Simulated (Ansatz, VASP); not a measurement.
## SrO in VASP and in Ansatz

```
CELL_PARAMETERS angstrom
0.00000 2.57989 2.57989
2.57989 0.00000 2.57989
2.57989 2.57989 0.00000
ATOMIC_POSITIONS crystal
Sr 0.50000 0.50000 0.50000
O 0.00000 0.00000 0.00000
```

Alike in both runs: task single point; functional r2SCAN50; k mesh 4 × 4 × 4; no spin polarisation.

|  | VASP | Ansatz |
| --- | --- | --- |
| version | VASP 6.6.1 | Ansatz 0.2.0 |
| potentials or method | VASP PAW PBE potentials, release 64 (Sr_sv, O) | plane waves |
| plane-wave cutoff (eV) | 520 | 500 |
| occupations | gaussian, width 0.01 eV | fixed |
| valence electrons in the cell | 16 | 16 |

Ansatz gave:

| Property | Result |
| --- | --- |
| gap on the k mesh at the Fermi level (eV) | 7.97 |
| pressure (GPa) | -2.6 |

Q: Estimate VASP's values.

A: gap on the k mesh at the Fermi level (eV): 7.97; pressure (GPa): -2.3.

VASP's potentials were made for PBE, not for r2SCAN50. Ansatz's warnings: stress exchange threshold loose, stress scf threshold loose.

The k mesh is coarse, so the values compare programs but aren't converged.
